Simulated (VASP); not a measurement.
Write the native input for VASP 6.6.1 that does the following.

* Task: relaxation of cell and atoms
* Functional: LDA
* Potentials or basis: VASP PAW LDA potentials, release 64 (Cu)
* Cutoff: 600 eV
* k mesh: 21 × 21 × 21
* Occupations: fermi-dirac, width 0.05 eV
* Spin: no spin polarisation
* Dipole correction: no
* Further INCAR settings: ALGO = Normal; EDIFF = 1e-06; IBRION = 2; EDIFFG = -0.005; NSW = 60; ISIF = 3

The structure of Cu lies in POSCAR:

```
Cu
1.0
    0.0000000000      1.8074791684      1.8074791684
    1.8074791684      0.0000000000      1.8074791684
    1.8074791684      1.8074791684      0.0000000000
Cu
1
Direct
    0.0000000000      0.0000000000      0.0000000000
```

The input as run:

INCAR

```
PREC = Accurate
ENCUT = 600
EDIFF = 1E-6
ISMEAR = -1
SIGMA = 0.05
LREAL = False
LASPH = True
NELM = 60
ALGO = Normal
ISIF = 3
LWAVE = False
LCHARG = False
GGA = CA
IBRION = 2
NSW = 60
EDIFFG = -0.005
```

KPOINTS

```
regular mesh
0
Gamma
  21 21 21
```

Potentials or basis: VASP PAW LDA potentials, release 64 (Cu).

Launch:

```console
$ cat potpaw_LDA.64/Cu/POTCAR > POTCAR
$ mpirun -np 1 vasp_std > vasp.out
```

Results of the run:

```json
{
  "Relaxed volume": "10.94 Å³/atom",
  "Relaxed cell": "a = 2.492 Å, b = 2.492 Å, c = 2.492 Å, α = 60.00°, β = 60.00°, γ = 60.00°",
  "Space group after relaxing (to 0.1 Å)": "Fm-3m (No. 225)",
  "Energy gained by relaxing": "34.8 meV/atom",
  "Ionic steps": "5",
  "Pressure after relaxing": "-0.1 GPa",
  "Band gap on the k mesh": "zero (an odd number of electrons rules out a gap without spin polarisation)"
}
```

Run time: 51 s on 1 thread of Intel(R) Xeon(R) Platinum 8488C (Sapphire Rapids) (shared host), peak memory 0.16 GiB.
